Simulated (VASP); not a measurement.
Set up this calculation in VASP 6.6.1, as the native input.

| Quantity | Value |
| --- | --- |
| Task | single point |
| Functional | PBE |
| Potentials or basis | VASP PAW PBE potentials, release 64 (B, N) |
| Cutoff | 520 eV |
| k mesh | 6 × 6 × 6 |
| Occupations | gaussian, width 0.02 eV |
| Spin | no spin polarisation |
| Dipole correction | no |
| Further INCAR settings | ALGO = Normal; EDIFF = 1e-06; NBANDS = 26 |

The structure of BN lies in POSCAR:

```
BN
1.0
    0.0000000000      3.4335260118      3.5259981725
    2.5076343044      0.0000000000      3.5259981725
    2.5076343044      3.4335260118      0.0000000000
B N
4 4
Direct
    0.1000610801      0.1000610801      0.3999389199
    0.3999389199      0.3999389199      0.1000610801
    0.1499389199      0.1499389199      0.8500610801
    0.8500610801      0.8500610801      0.1499389199
    0.1774259786      0.8225740214      0.1774259786
    0.8225740214      0.1774259786      0.8225740214
    0.0725740214      0.4274259786      0.0725740214
    0.4274259786      0.0725740214      0.4274259786
```

The cell was built from a structure type or drawn by symmetry, and may not be a known phase.

One way to write it, as run:

INCAR

```
ALGO     = Normal         # electronic algorithm
EDIFF    = 1E-6           # SCF threshold, eV
ENCUT    = 520            # plane-wave cutoff, eV
GGA      = PE             # functional
ISIF     = 2              # what is computed and relaxed
ISMEAR   = 0              # smearing method
LASPH    = True           # aspherical terms in the spheres
LCHARG   = False          # write CHGCAR
LREAL    = False          # projectors in reciprocal space
LWAVE    = False          # write WAVECAR
NBANDS   = 26             # bands
NELM     = 80             # most SCF steps
PREC     = Accurate       # precision mode
SIGMA    = 0.02           # smearing width, eV
```

KPOINTS

```
k-points
0
Gamma
  6 6 6
```

Potentials or basis: VASP PAW PBE potentials, release 64 (B, N).

The run is started by

```sh
$ cat potpaw_PBE.64/B/POTCAR potpaw_PBE.64/N/POTCAR > POTCAR
$ mpirun -np 1 vasp_std > vasp.out
```

It gave:

```yaml
Pressure: 0.2 GPa
Largest_force: 0.019 eV/Å
Band_gap_on_the_k_mesh: 5.12 eV
```

Wall time 2.3 min on 1 thread of Intel Xeon 8259CL (shared host), peak memory 0.21 GiB.
